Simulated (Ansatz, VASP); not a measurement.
## Al2InN3 in VASP and in Ansatz

Contents of INCAR:

```
SYSTEM = Al2InN3
  PREC = Accurate
  ENCUT = 520
  EDIFF = 1E-7
  ISMEAR = 0
  SIGMA = 0.05
  LREAL = .FALSE.
  LASPH = .TRUE.
  NELM = 100
  ALGO = Normal
  ISIF = 2
  LWAVE = .FALSE.
  LCHARG = .FALSE.
  GGA = PE
  NBANDS = 46
```

The input KPOINTS:

```
regular mesh
0
G
  6 6 6
  0 0 0
```

File POSCAR:

```
Al2InN3
1.0
    5.0443395256     -2.9010297967      0.0000000000
    5.0443395256      2.9010297967      0.0000000000
    0.0000000000      0.0000000000      5.3854850858
Al In N
4 2 6
Direct
    0.0084427086      0.3348641725      0.9917411822
    0.6651358275      0.9915572914      0.9917411822
    0.9915572914      0.6651358275      0.4917411822
    0.3348641725      0.0084427086      0.4917411822
    0.3220722962      0.6779277038      0.9869930315
    0.6779277038      0.3220722962      0.4869930315
    0.0367610679      0.3336262977      0.3556963910
    0.6663737023      0.9632389321      0.3556963910
    0.9632389321      0.6663737023      0.8556963910
    0.3336262977      0.0367610679      0.8556963910
    0.2982358752      0.7017641248      0.4061317922
    0.7017641248      0.2982358752      0.9061317922
```

Input for Ansatz:

```yaml
crystal:
  lattice:
    - [5.0443395256, -2.9010297967, 0.0]
    - [5.0443395256, 2.9010297967, 0.0]
    - [0.0, 0.0, 5.3854850858]
  atoms:
    - { symbol: Al, position: [0.0084427086, 0.3348641725, 0.9917411822] }
    - { symbol: Al, position: [0.6651358275, 0.9915572914, 0.9917411822] }
    - { symbol: Al, position: [0.9915572914, 0.6651358275, 0.4917411822] }
    - { symbol: Al, position: [0.3348641725, 0.0084427086, 0.4917411822] }
    - { symbol: In, position: [0.3220722962, 0.6779277038, 0.9869930315] }
    - { symbol: In, position: [0.6779277038, 0.3220722962, 0.4869930315] }
    - { symbol: "N", position: [0.0367610679, 0.3336262977, 0.355696391] }
    - { symbol: "N", position: [0.6663737023, 0.9632389321, 0.355696391] }
    - { symbol: "N", position: [0.9632389321, 0.6663737023, 0.855696391] }
    - { symbol: "N", position: [0.3336262977, 0.0367610679, 0.855696391] }
    - { symbol: "N", position: [0.2982358752, 0.7017641248, 0.4061317922] }
    - { symbol: "N", position: [0.7017641248, 0.2982358752, 0.9061317922] }
basis:
  ecutwfc: 520.0
kpoints:
  mp_grid: { grid: [6, 6, 6] }
hamiltonian:
  xc: pbe
  pseudopotentials: { kind: paw, azcp: { folder: soft_1 } }
scf:
  occupations: { method: gaussian, width: 0.05 }
output:
  forces: true
  stress: true
  eigenvalues: true
```

Change from the starting cell: volume 13.135 Å^3 an atom, stretch along b over the lengths across it, relative to the relaxed cell 1.0000.

Alike in both runs: task single point; functional PBE; k mesh 6 × 6 × 6; occupations gaussian, width 0.05 eV; no spin polarisation.

|  | VASP | Ansatz |
| --- | --- | --- |
| version | VASP 6.6.1 | Ansatz 0.2.0 |
| potentials or method | VASP PAW PBE potentials, release 64 (Al, In_d, N), cutoff 520 eV | scalar-relativistic, plane waves, PAW |
| valence electrons in the cell | 68 | 68 |

Ansatz gave:

| Property | Result |
| --- | --- |
| gap on the k mesh at the Fermi level (eV) | 1.73 |
| least direct gap on the mesh (eV) | 1.73 |
| pressure (GPa) | -11.1 |
| traceless stress, the component that is largest in VASP (GPa) | 0.24 |
| rms of the force components (eV/Å) | 0.018 |

Q: What did VASP give for the same quantities?

A: gap on the k mesh at the Fermi level (eV): 1.73; least direct gap on the mesh (eV): 1.73; pressure (GPa): -11.1; traceless stress, the component that is largest in VASP (GPa): 0.24; rms of the force components (eV/Å): 0.017.

Atom by atom the forces differ by 0.009 eV/Å (rms over components).
